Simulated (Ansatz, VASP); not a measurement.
## Te2Mo: VASP beside Ansatz

Contents of INCAR:

```
SYSTEM = Te2Mo
  PREC = Accurate
  ENCUT = 520
  EDIFF = 1E-6
  ISMEAR = 0
  SIGMA = 0.05
  LREAL = .False.
  LASPH = .True.
  NELM = 60
  ALGO = Normal
  ISIF = 2
  LWAVE = .False.
  LCHARG = .False.
  GGA = PE
  NBANDS = 35
```

The input KPOINTS:

```
regular mesh
0
Gamma
  9 9 1
  0 0 0
```

The input POSCAR:

```
Te2Mo
1.0
    3.5549909197      0.0000000000      0.0000000000
   -1.7774954599      3.0787124467      0.0000000000
    0.0000000000      0.0000000000     35.0365360304
Te Mo
4 2
Direct
    0.3333333333      0.6666666667      0.4468372677
    0.2992966782      0.6666666667      0.9483984951
    0.3673699885      0.6666666667      0.0516015049
    0.3333333333      0.6666666667      0.5531627323
    0.0000000000      0.0000000000      0.0000000000
    0.0000000000      0.0000000000      0.5000000000
```

Input for Ansatz:

```yaml
crystal:
  lattice:
    - [3.5549909197, 0.0, 0.0]
    - [-1.7774954599, 3.0787124467, 0.0]
    - [0.0, 0.0, 35.0365360304]
  atoms:
    - { symbol: Te, position: [0.3333333333, 0.6666666667, 0.4468372677] }
    - { symbol: Te, position: [0.2992966782, 0.6666666667, 0.9483984951] }
    - { symbol: Te, position: [0.3673699885, 0.6666666667, 0.0516015049] }
    - { symbol: Te, position: [0.3333333333, 0.6666666667, 0.5531627323] }
    - { symbol: Mo, position: [0.0, 0.0, 0.0] }
    - { symbol: Mo, position: [0.0, 0.0, 0.5] }
basis:
  ecutwfc: 420
kpoints:
  mp_grid: { grid: [9, 9, 1] }
hamiltonian:
  xc: pbe
  pseudopotentials: { kind: paw, azcp: { folder: soft_1 } }
scf:
  occupations: { method: gaussian, width: 0.05 }
output:
  forces: true
  stress: true
  eigenvalues: true
```

Change from the starting cell: mode 7 frozen in at -0.121 Å and mode 12 at -0.055 Å (largest displacements).

Alike in both runs: task single point; functional PBE; k mesh 9 × 9 × 1; occupations gaussian, width 0.05 eV; no spin polarisation.

```csv
,VASP,Ansatz
version,VASP 6.6.1,Ansatz 0.2.0
potentials or method,"VASP PAW PBE potentials, release 64 (Te, Mo_sv), cutoff 520 eV","scalar-relativistic, plane waves, PAW"
valence electrons in the cell,52,92
```

Ansatz gave:

```
gap on the k mesh at the Fermi level (eV) : 0.98
least direct gap on the mesh (eV)         : 0.98
rms of the force components (eV/Å)        : 0.338
```

Estimate VASP's values.

gap on the k mesh at the Fermi level (eV): 0.97; least direct gap on the mesh (eV): 0.97; rms of the force components (eV/Å): 0.336.

Atom by atom the forces differ by 0.006 eV/Å (rms over components). With one functional, cell and mesh, what is left measures potentials, basis and numerics. VASP's potentials hold 52 valence electrons a cell and Ansatz's 92, so a difference there can come from the potentials and not from the codes.

Spin-orbit coupling is off throughout.
